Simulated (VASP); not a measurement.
# HfBr (F-43m) in VASP: relaxation of cell and atoms with PBE

Aim: the relaxation of cell and atoms of HfBr with PBE.

Everything below comes from runs of VASP 6.6.1. Logs are shortened: lines on timing, memory, paths and dates and some standing lists are left out, and cuts for length are marked.

**1. The cell of the first run**

It takes space group F-43m (No. 216, cubic). The conventional cell has a = 6.081 Å, b = 6.081 Å, c = 6.081 Å, α = 90.00°, β = 90.00°, γ = 90.00°. Within 3.5 Å of Hf (site symmetry -43m) lie 4 Br at 2.63 Å. Within 3.5 Å of Br (site symmetry -43m) lie 4 Hf at 2.63 Å.

The cell was built from a structure type or drawn by symmetry, and may not be a known phase.

**2. Relaxation of cell and atoms, PBE**

Contents of INCAR:

```
SYSTEM = HfBr
  PREC = Accurate
  ENCUT = 600
  EDIFF = 1E-7
  ISMEAR = 0
  SIGMA = 0.1
  LREAL = .FALSE.
  LASPH = .TRUE.
  NELM = 80
  ALGO = Normal
  ISIF = 3
  LWAVE = .FALSE.
  LCHARG = .FALSE.
  GGA = PE
  IBRION = 2
  NSW = 100
  EDIFFG = -0.01
```

Contents of KPOINTS:

```
Automatic mesh
0
G
  16 16 16
  0 0 0
```

Contents of POSCAR:

```
HfBr
1.0
    0.0000000000      3.0405826900      3.0405826900
    3.0405826900      0.0000000000      3.0405826900
    3.0405826900      3.0405826900      0.0000000000
Hf Br
1 1
Direct
    0.0000000000      0.0000000000      0.0000000000
    0.2500000000      0.2500000000      0.2500000000
```

Potentials or basis: VASP PAW PBE potentials, release 64 (Hf_pv, Br).

On the command line:

```bash
cat potpaw_PBE.64/Hf_pv/POTCAR potpaw_PBE.64/Br/POTCAR > POTCAR
mpirun -np 1 vasp_std > vasp.out
```

OUTCAR:

```text
SYSTEM = HfBr
   PREC = Accurate
   ENCUT = 600
   EDIFF = 1E-7
   ISMEAR = 0
   LREAL = .FALSE.
   LASPH = .TRUE.
   NELM = 80
   ISIF = 3
   GGA = PE
   IBRION = 2
   NSW = 100
   EDIFFG = -0.01

 ion  position               nearest neighbor table
   1  0.000  0.000  0.000-   2 2.63   2 2.63   2 2.63   2 2.63
   2  0.250  0.250  0.250-   1 2.63   1 2.63   1 2.63   1 2.63

  LATTYP: Found a face centered cubic cell.
 ALAT       =     6.0811653800

  Lattice vectors:

 A1 = (   0.0000000000,   3.0405826900,   3.0405826900)
 A2 = (   3.0405826900,   0.0000000000,   3.0405826900)
 A3 = (   3.0405826900,   3.0405826900,   0.0000000000)

Analysis of symmetry for initial positions (statically):
=====================================================================
 Subroutine PRICEL returns:
 Original cell was already a primitive cell.

 Routine SETGRP: Setting up the symmetry group for a
 face centered cubic supercell.

 Subroutine GETGRP returns: Found 24 space group operations
 (whereof 24 operations were pure point group operations)
 out of a pool of 48 trial point group operations.

The static configuration has the point symmetry T_d .

Analysis of symmetry for dynamics (positions and initial velocities):
=====================================================================
 Subroutine PRICEL returns:
 Original cell was already a primitive cell.

 Routine SETGRP: Setting up the symmetry group for a
 face centered cubic supercell.

 Subroutine GETGRP returns: Found 24 space group operations
 (whereof 24 operations were pure point group operations)
 out of a pool of 48 trial point group operations.

The dynamic configuration has the point symmetry T_d .

 Subroutine INISYM returns: Found 24 space group operations
 (whereof 24 operations are pure point group operations),
 and found     1 'primitive' translations

----------------------------------------------------------------------------------------

                                     Primitive cell

  volume of cell :      56.2212

  direct lattice vectors                    reciprocal lattice vectors
     0.000000000  3.040582690  3.040582690    -0.164442165  0.164442165  0.164442165
     3.040582690  0.000000000  3.040582690     0.164442165 -0.164442165  0.164442165
     3.040582690  3.040582690  0.000000000     0.164442165  0.164442165 -0.164442165

  length of vectors
     4.300033278  4.300033278  4.300033278     0.284822184  0.284822184  0.284822184

  position of ions in fractional coordinates (direct lattice)
     0.000000000  0.000000000  0.000000000
     0.250000000  0.250000000  0.250000000

  ion indices of the primitive-cell ions
   primitive index   ion index
                 1           1
                 2           2

----------------------------------------------------------------------------------------

 KPOINTS: Automatic mesh

Automatic generation of k-mesh.
 Grid dimensions read from file:
 generate k-points for:   16   16   16

 Generating k-lattice:

  Cartesian coordinates                     Fractional coordinates (reciprocal lattice)
    -0.010277635  0.010277635  0.010277635     0.062500000  0.000000000  0.000000000
     0.010277635 -0.010277635  0.010277635     0.000000000  0.062500000  0.000000000
     0.010277635  0.010277635 -0.010277635     0.000000000  0.000000000  0.062500000

  Length of vectors
     0.017801387  0.017801387  0.017801387

  Shift w.r.t. Gamma in fractional coordinates (k-lattice)
     0.000000000  0.000000000  0.000000000

 Subroutine IBZKPT returns following result:
 ===========================================

 Found    145 irreducible k-points:

 Following reciprocal coordinates:
            Coordinates               Weight
  0.000000  0.000000  0.000000      1.000000
  0.062500  0.000000  0.000000      8.000000
  0.125000  0.000000  0.000000      8.000000
  0.187500  0.000000  0.000000      8.000000
  0.250000  0.000000  0.000000      8.000000
  0.312500  0.000000  0.000000      8.000000
[... 16 lines left out ...]
 -0.125000  0.062500  0.000000     24.000000
 -0.062500  0.062500  0.000000     12.000000
 [... further k-points ...]
   k-points           NKPTS =    145   k-points in BZ     NKDIM =    145   number of bands    NBANDS=     12
   number of dos      NEDOS =    301   number of ions     NIONS =      2
   total plane-waves  NPLWV =  46656
   dimension x,y,z NGX =    36 NGY =   36 NGZ =   36
   dimension x,y,z NGXF=    72 NGYF=   72 NGZF=   72
   ions per type =               1   1
   NGX,Y,Z   is equivalent  to a cutoff of  13.92, 13.92, 13.92 a.u.
   NGXF,Y,Z  is equivalent  to a cutoff of  27.84, 27.84, 27.84 a.u.
 SYSTEM =  HfBr
   PREC   = accura    normal or accurate (medium, high low for compatibility)
   ISTART =      0    job   : 0-new  1-cont  2-samecut
   ICHARG =      2    charge: 1-file 2-atom 10-const
   ISPIN  =      1    spin polarized calculation?
   LNONCOLLINEAR =      F non collinear calculations
   LSORBIT =      F    spin-orbit coupling
   LASPH  =      T    aspherical Exc in radial PAW
   ENCUT  =  600.0 eV  44.10 Ry    6.64 a.u.   8.59  8.59  8.59*2*pi/ulx,y,z
   NELM   =     80;   NELMIN=  2; NELMDL= -5     # of ELM steps
   EDIFF  = 0.1E-06   stopping-criterion for ELM
   LREAL  =      F    real-space projection
   EDIFFG = -.1E-01   stopping-criterion for IOM
   NSW    =    100    number of steps for IOM
   IBRION =      2    ionic relax: 0-MD 1-quasi-New 2-CG
   NFREE  =      1    steps in history (QN), initial steepest desc. (CG)
   ISIF   =      3    stress and relaxation
   ISYM   =      2    0-nonsym 1-usesym 2-fastsym
   POTIM  = 0.5000    time-step for ionic-motion
   TEBEG  =    0.0;   TEEND  =   0.0 temperature during run
   PSTRESS=    0.0 pullay stress
   NELECT =      17.0000    total number of electrons
   NUPDOWN=      -1.0000    fix difference up-down
   EMIN   =  10.00;   EMAX   =-10.00  energy-range for DOS
   EFERMI =   0.00;   METHOD = LEGACY
   ISMEAR =     0;   SIGMA  =   0.10  broadening in eV -4-tet -1-fermi 0-gaus
   EFERMI_NEDOS =   21; number of points for ismear=-14 and -15
   IALGO  =     38    algorithm
   IMIX   =      4    mixing-type and parameters
     AMIX     =   0.40;   BMIX     =  1.00
     AMIX_MAG =   1.60;   BMIX_MAG =  1.00
  volume/ion in A,a.u.               =      28.11       189.70
  Fermi-wavevector in a.u.,A,eV,Ry     =   1.098814  2.076458 16.427579  1.207393
  Thomas-Fermi vector in A             =   2.235198
   LORBIT       =      0    0 simple, 1 ext, 2 COOP (PROOUT), +10 PAW based schemes
   GGA     = PE    functional components
   LHFCALC =     F    Hartree Fock is set to
   AEXX    =    0.0000 exact exchange contribution
   IVDW    =     0    specifies the selected vdW correction
   LEPSILON=     F    determine dielectric tensor
   LRPA    =     F    only Hartree local field effects (RPA)
 conjugate gradient relaxation of ions
 non-spin polarized calculation
 Gauss-broadening in eV      SIGMA  =   0.10
  energy-cutoff  :      600.00
  volume of cell :       56.22
 maximum number of plane-waves:      1895
   NGX = 17   NGY = 17   NGZ = 17

--------------------------------------- Ionic step        1  -------------------------------------------

 number of electron      17.0000000 magnetization

 Free energy of the ion-electron system (eV)
  ---------------------------------------------------
  ext. energy  EPLUGINS =         0.00000000
  ---------------------------------------------------
  free energy    TOTEN  =       -10.21583551 eV

  energy without entropy =      -10.19876756  energy(sigma->0) =      -10.20730153

------------------------ aborting loop because EDIFF is reached ----------------------------------------

  FORCE on cell =-STRESS in cart. coord.  units (eV):
  Direction    XX          YY          ZZ          XY          YZ          ZX
  --------------------------------------------------------------------------------------
  -------------------------------------------------------------------------------------
  Total       -0.4896440     -0.4896440     -0.4896440     -0.0000000      0.0000000      0.0000000
  in kB      -13.9537374    -13.9537374    -13.9537374     -0.0000000      0.0000000      0.0000000
  external PRESSURE =     -13.9537374 kB  Pullay stress =       0.0000000 kB
[... 57 lines left out ...]
  energy  without entropy=      -10.2040986259  energy(sigma->0) =      -10.21195960

--------------------------------------- Ionic step        3  -------------------------------------------

 number of electron      17.0000000 magnetization

 Free energy of the ion-electron system (eV)
  ---------------------------------------------------
  ext. energy  EPLUGINS =         0.00000000
  ---------------------------------------------------
  free energy    TOTEN  =       -10.22156413 eV

  energy without entropy =      -10.20541245  energy(sigma->0) =      -10.21348829

 E-fermi :   4.6185     XC(G=0):  -9.5359

 val. band max:        4.6115488653   @ k =   0.3125   0.1250   0.0625
 cond. band min:       4.6222569483   @ k =   0.1250   0.0625   0.0000
 fundamental gap:      0.0107080831
 Fermi energy:         4.6185477703

 k-point     1 :       0.0000    0.0000    0.0000
  band No.  band energies     occupation
      1     -27.3094      2.00000
      2     -27.3094      2.00000
      3     -27.3094      2.00000
      4     -14.0783      2.00000
      5      -2.2673      2.00000
      6      -2.2673      2.00000
      7      -2.2673      2.00000
      8       2.7056      2.00000
      9       4.8553      0.00081
     10       4.8553      0.00081
     11       7.9617      0.00000
     12       7.9617      0.00000
[... 331 lines left out ...]
 k-point    24 :      -0.0625    0.0625    0.0000
  band No.  band energies     occupation
      1     -27.3153      2.00000
      2     -27.3109      2.00000
      3     -27.3099      2.00000
      4     -14.0447      2.00000
      5      -2.4029      2.00000
      6      -2.2464      2.00000
      7      -2.2433      2.00000
      8       3.0584      2.00000
      9       4.7155      0.17020
     10       4.8525      0.00094
     11       7.7973      0.00000
     12       7.8780      0.00000

 [... further k-points ...]

------------------------ aborting loop because EDIFF is reached ----------------------------------------

  FORCE on cell =-STRESS in cart. coord.  units (eV):
  Direction    XX          YY          ZZ          XY          YZ          ZX
  --------------------------------------------------------------------------------------
  -------------------------------------------------------------------------------------
  Total       -0.0012450     -0.0012450     -0.0012450     -0.0000000      0.0000000      0.0000000
  in kB       -0.0363079     -0.0363079     -0.0363079     -0.0000000      0.0000000      0.0000000
  external PRESSURE =      -0.0363079 kB  Pullay stress =       0.0000000 kB
[... 17 lines left out ...]
  FREE ENERGIE OF THE ION-ELECTRON SYSTEM (eV)
  ---------------------------------------------------
  free  energy   TOTEN  =       -10.2215641280 eV

  energy  without entropy=      -10.2054124470  energy(sigma->0) =      -10.21348829

 reached required accuracy - stopping structural energy minimisation
```

It took 3.7 min on 1 thread of Intel Xeon Platinum 8259CL at 2.50GHz (Skylake/Cascade Lake), shared host; peak memory 0.31 GiB.

Results:

```yaml
Free_energy: -10.2216 eV
Relaxed_volume: 27.47 Å³/atom
Relaxed_cell: a = 4.267 Å, b = 4.267 Å, c = 4.267 Å, α = 60.00°, β = 60.00°, γ = 60.00°
Space_group_after_relaxing_to_0.1_Å: F-43m (No. 216)
Energy_gained_by_relaxing: 2.9 meV/atom
Ionic_steps: 3
Pressure_after_relaxing: 0.0 GPa
Band_gap_on_the_k_mesh: zero (an odd number of electrons rules out a gap without spin polarisation)
```

Step by step:
```csv
step,energy change (eV),largest force (eV/Å),pressure (GPa),volume (Å³)
1,0.0000,0.0000,-1.40,56.22
2,-0.0040,0.0000,0.83,54.25
3,-0.0057,0.0000,0.00,54.94
```

Final structure:
```xyz
2
Lattice="0.0000 3.0172 3.0172 3.0172 0.0000 3.0172 3.0172 3.0172 0.0000" Properties=species:S:1:pos:R:3 pbc="T T T"
Hf    0.0000    0.0000    0.0000
Br    1.5086    1.5086    1.5086
```

Caveat: spin-orbit coupling is left out, which moves the levels of the heavy elements; an odd number of electrons without spin polarisation forces a metal; a magnetic or distorted state may lie lower.
